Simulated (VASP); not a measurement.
# SbPb (I4/mmm) in VASP: further runs, part 2 of 2

VASP 6.6.1. Earlier steps stand in the parts before.

**3. Single point, LDA (29.04 Å³/atom)**

INCAR reads:

```
ALGO = Fast
EDIFF = 1E-7
ENCUT = 520
GGA = CA
ISIF = 2
ISMEAR = 0
LASPH = T
LCHARG = T
LELF = T
LREAL = F
LVHAR = T
LWAVE = F
NBANDS = 16
NELM = 100
PREC = Accurate
SIGMA = 0.15
```

KPOINTS reads:

```
k-points
0
Gamma
  14 14 14
```

POSCAR reads:

```
SbPb
1.0
    0.0000000000      3.0463491101      3.1289051710
    3.0463491101      0.0000000000      3.1289051710
    3.0463491101      3.0463491101      0.0000000000
Sb Pb
1 1
Direct
    0.5000000000      0.5000000000      0.5000000000
    0.0000000000      0.0000000000      0.0000000000
```

Potentials or basis: VASP PAW LDA potentials, release 64 (Sb, Pb_d).

On the command line:

```console
> cat potpaw_LDA.64/Sb/POTCAR potpaw_LDA.64/Pb_d/POTCAR > POTCAR
> mpirun -np 1 vasp_std > vasp.out
```

OUTCAR:

```text
EDIFF = 1E-7
   ENCUT = 520
   GGA = CA
   ISIF = 2
   ISMEAR = 0
   LASPH = T
   LREAL = F
   NELM = 100
   PREC = Accurate

 ion  position               nearest neighbor table
   1  0.500  0.500  0.500-   2 3.05   2 3.05   2 3.05   2 3.05   2 3.13   2 3.13
   2  0.000  0.000  0.000-   1 3.05   1 3.05   1 3.05   1 3.05   1 3.13   1 3.13

  LATTYP: Found a body centered tetragonal cell.
 ALAT       =     4.3081882272
 C/A-ratio  =     1.4525387499

  Lattice vectors:

 A1 = (  -3.0463491101,   0.0000000000,   3.1289051710)
 A2 = (   3.0463491101,   0.0000000000,   3.1289051710)
 A3 = (   0.0000000000,   3.0463491101,  -3.1289051710)

Analysis of symmetry for initial positions (statically):
=====================================================================
 Subroutine PRICEL returns:
 Original cell was already a primitive cell.

 Routine SETGRP: Setting up the symmetry group for a
 body centered tetragonal supercell.

 Subroutine GETGRP returns: Found 16 space group operations
 (whereof 16 operations were pure point group operations)
 out of a pool of 16 trial point group operations.

The static configuration has the point symmetry D_4h.

Analysis of symmetry for dynamics (positions and initial velocities):
=====================================================================
 Subroutine PRICEL returns:
 Original cell was already a primitive cell.

 Routine SETGRP: Setting up the symmetry group for a
 body centered tetragonal supercell.

 Subroutine GETGRP returns: Found 16 space group operations
 (whereof 16 operations were pure point group operations)
 out of a pool of 16 trial point group operations.

The dynamic configuration has the point symmetry D_4h.

 Subroutine INISYM returns: Found 16 space group operations
 (whereof 16 operations are pure point group operations),
 and found     1 'primitive' translations

[... 114 lines left out ...]
     AMIX_MAG =   1.60;   BMIX_MAG =  1.00
  volume/ion in A,a.u.               =      29.04       195.95
  Fermi-wavevector in a.u.,A,eV,Ry     =   1.128060  2.131724 17.313671  1.272519
  Thomas-Fermi vector in A             =   2.264748
   LORBIT       =      0    0 simple, 1 ext, 2 COOP (PROOUT), +10 PAW based schemes
   GGA     = CA    functional components
   LHFCALC =     F    Hartree Fock is set to
   AEXX    =    0.0000 exact exchange contribution
   IVDW    =     0    specifies the selected vdW correction
   LEPSILON=     F    determine dielectric tensor
   LRPA    =     F    only Hartree local field effects (RPA)
 non-spin polarized calculation
 RMM-DIIS sequential band-by-band and
 Gauss-broadening in eV      SIGMA  =   0.15
  energy-cutoff  :      520.00
  volume of cell :       58.07
 maximum number of plane-waves:      1584
   NGX = 17   NGY = 17   NGZ = 17

 number of electron      18.9999997 magnetization

 Free energy of the ion-electron system (eV)
  ---------------------------------------------------
  ext. energy  EPLUGINS =         0.00000000
  ---------------------------------------------------
  free energy    TOTEN  =        -8.92847808 eV

  energy without entropy =       -8.91588130  energy(sigma->0) =       -8.92217969

 E-fermi :   7.1761     XC(G=0): -10.2283

 val. band max:        7.1717800138   @ k =  -0.3571   0.2857   0.0714
 cond. band min:       7.1876079598   @ k =  -0.4286   0.0714   0.0000
 fundamental gap:      0.0158279460
 Fermi energy:         7.1760634952

 k-point     1 :       0.0000    0.0000    0.0000
  band No.  band energies     occupation
      1      -9.6487      2.00000
      2      -9.6361      2.00000
      3      -9.6182      2.00000
      4      -9.6050      2.00000
      5      -9.6050      2.00000
      6      -5.0972      2.00000
[... 433 lines left out ...]
      3      -9.6205      2.00000
      4      -9.5898      2.00000
      5      -9.5863      2.00000
      6      -4.2622      2.00000
[... 8 lines left out ...]
     15      15.0278      0.00000
     16      15.2891      0.00000

 [... further k-points ...]

------------------------ aborting loop because EDIFF is reached ----------------------------------------

  FORCE on cell =-STRESS in cart. coord.  units (eV):
  Direction    XX          YY          ZZ          XY          YZ          ZX
  --------------------------------------------------------------------------------------
  -------------------------------------------------------------------------------------
  Total        1.0004331      1.0004331     -0.1312750      0.0000000     -0.0000000      0.0000000
  in kB       27.6004952     27.6004952     -3.6216874      0.0000000     -0.0000000      0.0000000
  external PRESSURE =      17.1931010 kB  Pullay stress =       0.0000000 kB

 VOLUME and BASIS-vectors are now :
 -----------------------------------------------------------------------------
  energy-cutoff  :      520.00
  volume of cell :       58.07
      direct lattice vectors                 reciprocal lattice vectors
     0.000000000  3.046349110  3.128905171    -0.164130893  0.164130893  0.159800305
     3.046349110  0.000000000  3.128905171     0.164130893 -0.164130893  0.159800305
     3.046349110  3.046349110  0.000000000     0.164130893  0.164130893 -0.159800305

 POSITION                                       TOTAL-FORCE (eV/Angst)
 -----------------------------------------------------------------------------------
      3.04635      3.04635      3.12891        -0.000000      0.000000     -0.000000
      0.00000      0.00000      0.00000         0.000000     -0.000000      0.000000
 -----------------------------------------------------------------------------------
    total drift:                                0.000000     -0.000000     -0.000000

  FREE ENERGIE OF THE ION-ELECTRON SYSTEM (eV)
  ---------------------------------------------------
  free  energy   TOTEN  =        -8.9284780775 eV

  energy  without entropy=       -8.9158812984  energy(sigma->0) =       -8.92217969
```

OSZICAR:

```text
N       E                     dE             d eps       ncg     rms          rms(c)
DAV:   1     0.142955829843E+03    0.14296E+03   -0.83711E+03  7824   0.113E+03
DAV:   2    -0.657089181522E+00   -0.14361E+03   -0.14004E+03  8816   0.307E+02
DAV:   3    -0.877233968323E+01   -0.81153E+01   -0.80535E+01 10048   0.783E+01
DAV:   4    -0.896211090775E+01   -0.18977E+00   -0.18973E+00  9440   0.144E+01
DAV:   5    -0.897082410631E+01   -0.87132E-02   -0.87130E-02 11232   0.265E+00    0.231E+00
RMM:   6    -0.893535438845E+01    0.35470E-01   -0.39632E-02  8881   0.223E+00    0.138E+00
RMM:   7    -0.892916007862E+01    0.61943E-02   -0.20347E-02  9046   0.113E+00    0.395E-01
RMM:   8    -0.892833623010E+01    0.82385E-03   -0.34723E-03  9645   0.899E-01    0.352E-02
RMM:   9    -0.892846323545E+01   -0.12701E-03   -0.15734E-03 12357   0.351E-01    0.305E-02
RMM:  10    -0.892847131739E+01   -0.80819E-05   -0.28708E-04 11474   0.211E-01    0.183E-02
RMM:  11    -0.892847794180E+01   -0.66244E-05   -0.80052E-05 11973   0.850E-02    0.944E-03
RMM:  12    -0.892847797490E+01   -0.33094E-07   -0.81966E-06 11778   0.301E-02    0.272E-03
RMM:  13    -0.892847804416E+01   -0.69261E-07   -0.24141E-06 11224   0.148E-02    0.755E-04
RMM:  14    -0.892847807751E+01   -0.33355E-07   -0.41200E-07  6679   0.618E-03
   1 F= -.89284781E+01 E0= -.89221797E+01  d E =-.125968E-01
```

stdout:

```text
POSCAR found type information on POSCAR SbPb
 POSCAR found :  2 types and       2 ions
 scaLAPACK will be used
 LDA part: xc-table for (Slater(with rela. corr.)+CA(PZ))
 , standard interpolation
 POSCAR, INCAR and KPOINTS ok, starting setup
 FFT: planning ... GRIDC
 FFT: planning ... GRID_SOFT
 FFT: planning ... GRID
 WAVECAR not read
 entering main loop
WARNING in EDDRMM: call to ZHEGV failed, returncode =   6  3     16
```

Run time: 4.3 min. Hardware: 1 thread of Oxide Virtual Turin-like, shared host; peak memory 0.32 GiB.

Results:

- Free energy: -8.9285 eV
- Pressure: 1.7 GPa
- Band gap on the k mesh: zero (an odd number of electrons rules out a gap without spin polarisation)

Caveat: spin-orbit coupling is left out, which moves the levels of the heavy elements; an odd number of electrons without spin polarisation forces a metal; a magnetic or distorted state may lie lower.

**4. Single point, LDA (29.04 Å³/atom)**

INCAR reads:

```
SYSTEM = SbPb
PREC = Accurate
ENCUT = 520
EDIFF = 1E-7
ISMEAR = 0
SIGMA = 0.15
LREAL = .False.
LASPH = .True.
NELM = 60
ALGO = Fast
ISIF = 2
LWAVE = .False.
LCHARG = .False.
NBANDS = 16
```

KPOINTS reads:

```
Automatic mesh
0
Gamma
  14 14 14
  0 0 0
```

POSCAR reads:

```
SbPb
1.0
    0.0000000000      3.0193501750      3.1851124996
    3.0193501750      0.0000000000      3.1851124996
    3.0193501750      3.0193501750      0.0000000000
Sb Pb
1 1
Direct
    0.5000000000      0.5000000000      0.5000000000
    0.0000000000      0.0000000000      0.0000000000
```

On the command line:

```console
> cat potpaw_LDA.64/Sb/POTCAR potpaw_LDA.64/Pb_d/POTCAR > POTCAR
> mpirun -np 1 vasp_std > vasp.out
```

Run time: 6.3 min. Hardware: 1 thread of Oxide Virtual Turin-like, shared host; peak memory 0.33 GiB.

The run converged. Its results:

- Free energy: -8.9000 eV
- Pressure: 2.0 GPa
- Band gap on the k mesh: zero (an odd number of electrons rules out a gap without spin polarisation)

Stress tensor (GPa, compression positive):
```
 3.85  0.00  0.00
 0.00  3.85  0.00
 0.00  0.00 -1.77
```

Levels at points of the mesh, in eV from the Fermi level:
| k point | band 7 | band 8 | band 9 | band 10 | band 11 | band 12 | band 13 | band 14 |
| --- | --- | --- | --- | --- | --- | --- | --- | --- |
| (0.00, 0.00, 0.00) | -3.61 | -1.00 | -1.00 | -0.29 | 3.76 | 5.27 | 5.27 | 5.66 |
| (0.50, 0.00, 0.00) | -9.24 | -0.11 | 0.21 | 0.82 | 1.16 | 1.29 | 1.47 | 9.42 |
| (0.50, 0.50, 0.00) | -6.15 | -5.06 | -2.74 | -2.74 | 3.08 | 7.16 | 7.16 | 8.65 |
| (0.50, 0.00, 0.50) | -6.90 | -5.16 | -3.26 | -2.58 | 2.89 | 6.16 | 7.78 | 9.35 |

Caveat: the stress differs along the axes, from -2 to 4 GPa; spin-orbit coupling is left out, which moves the levels of the heavy elements; an odd number of electrons without spin polarisation forces a metal; a magnetic or distorted state may lie lower.

**5. Single point, LDA (29.83 Å³/atom)**

This run uses another cell than the first one, of 29.83 Å³/atom.

INCAR reads:

```
PREC = Accurate
ENCUT = 520
EDIFF = 1E-6
ISMEAR = 0
SIGMA = 0.15
LREAL = F
LASPH = T
NELM = 80
ALGO = Fast
ISIF = 2
LWAVE = F
LCHARG = F
GGA = CA
NBANDS = 16
```

KPOINTS reads:

```
regular mesh
0
Gamma
  14 14 14
```

POSCAR reads:

```
SbPb
1.0
    0.0000000000      3.0739211242      3.1572243866
    3.0739211242      0.0000000000      3.1572243866
    3.0739211242      3.0739211242      0.0000000000
Sb Pb
1 1
Direct
    0.5000000000      0.5000000000      0.5000000000
    0.0000000000      0.0000000000      0.0000000000
```

Potentials or basis: VASP PAW LDA potentials, release 64 (Sb, Pb_d).

On the command line:

```console
> cat potpaw_LDA.64/Sb/POTCAR potpaw_LDA.64/Pb_d/POTCAR > POTCAR
> mpirun -np 1 vasp_std > vasp.out
```

OUTCAR:

```text
PREC = Accurate
   ENCUT = 520
   EDIFF = 1E-6
   ISMEAR = 0
   LREAL = F
   LASPH = T
   NELM = 80
   ISIF = 2
   GGA = CA

 ion  position               nearest neighbor table
   1  0.500  0.500  0.500-   2 3.07   2 3.07   2 3.07   2 3.07   2 3.16   2 3.16
   2  0.000  0.000  0.000-   1 3.07   1 3.07   1 3.07   1 3.07   1 3.16   1 3.16

  LATTYP: Found a body centered tetragonal cell.
 ALAT       =     4.3471809435
 C/A-ratio  =     1.4525387499

  Lattice vectors:

[... 644 lines left out ...]

------------------------ aborting loop because EDIFF is reached ----------------------------------------

  FORCE on cell =-STRESS in cart. coord.  units (eV):
  Direction    XX          YY          ZZ          XY          YZ          ZX
  --------------------------------------------------------------------------------------
  -------------------------------------------------------------------------------------
  Total        0.3858752      0.3858752     -0.6441469      0.0000000     -0.0000000     -0.0000000
  in kB       10.3618315     10.3618315    -17.2971538      0.0000000     -0.0000000     -0.0000000
  external PRESSURE =       1.1421697 kB  Pullay stress =       0.0000000 kB

 VOLUME and BASIS-vectors are now :
 -----------------------------------------------------------------------------
  energy-cutoff  :      520.00
  volume of cell :       59.67
      direct lattice vectors                 reciprocal lattice vectors
     0.000000000  3.073921124  3.157224387    -0.162658695  0.162658695  0.158366951
     3.073921124  0.000000000  3.157224387     0.162658695 -0.162658695  0.158366951
     3.073921124  3.073921124  0.000000000     0.162658695  0.162658695 -0.158366951

 POSITION                                       TOTAL-FORCE (eV/Angst)
 -----------------------------------------------------------------------------------
      3.07392      3.07392      3.15722         0.000000     -0.000000      0.000000
      0.00000      0.00000      0.00000        -0.000000      0.000000     -0.000000
 -----------------------------------------------------------------------------------
    total drift:                               -0.000000      0.000000      0.000000

  FREE ENERGIE OF THE ION-ELECTRON SYSTEM (eV)
  ---------------------------------------------------
  free  energy   TOTEN  =        -8.9378610559 eV

  energy  without entropy=       -8.9248782058  energy(sigma->0) =       -8.93136963
```

Wall time 4.9 min (1 thread of Oxide Virtual Turin-like, shared host); peak memory 0.33 GiB.

What came out:

```yaml
Free_energy: -8.9379 eV
Pressure: 0.1 GPa
Band_gap_on_the_k_mesh: zero (an odd number of electrons rules out a gap without spin polarisation)
```

Stress tensor (GPa, compression positive):
```
 1.04  0.00  0.00
 0.00  1.04  0.00
 0.00  0.00 -1.73
```

Caveat: spin-orbit coupling is left out, which moves the levels of the heavy elements; an odd number of electrons without spin polarisation forces a metal; a magnetic or distorted state may lie lower.

**6. Summary**

| cell | further INCAR settings | gap on the mesh (eV) | pressure (GPa) |
| --- | --- | --- | --- |
| a = 4.328, b = 4.328, c = 4.386 Å, angles 59.6, 59.6, 60.9°, 2 atoms | ALGO = Fast; EDIFF = 1e-06; NBANDS = 16 | none | 1.7 |
| a = 4.367, b = 4.367, c = 4.308 Å, angles 60.4, 60.4, 59.1°, 2 atoms | ALGO = Fast; EDIFF = 1e-07; NBANDS = 16 | none | 1.7 |
| a = 4.389, b = 4.389, c = 4.270 Å, angles 60.9, 60.9, 58.2°, 2 atoms | ALGO = Fast; EDIFF = 1e-07; NBANDS = 16 | none | 2.0 |
| a = 4.406, b = 4.406, c = 4.347 Å, angles 60.4, 60.4, 59.1°, 2 atoms | ALGO = Fast; EDIFF = 1e-06; NBANDS = 16 | none | 0.1 |

Alike in all rows: task single point; level LDA; potentials or basis VASP PAW LDA potentials, release 64 (Sb, Pb_d); no spin polarisation; k mesh 14 × 14 × 14; cutoff (eV) 520; smearing gaussian 0.15 eV.

Caveats: spin-orbit coupling is left out, which moves the levels of the heavy elements; an odd number of electrons without spin polarisation forces a metal; a magnetic or distorted state may lie lower; the stress differs along the axes, from -2 to 4 GPa (at least some runs).

Absolute energies hang on the potentials; compare differences alone.
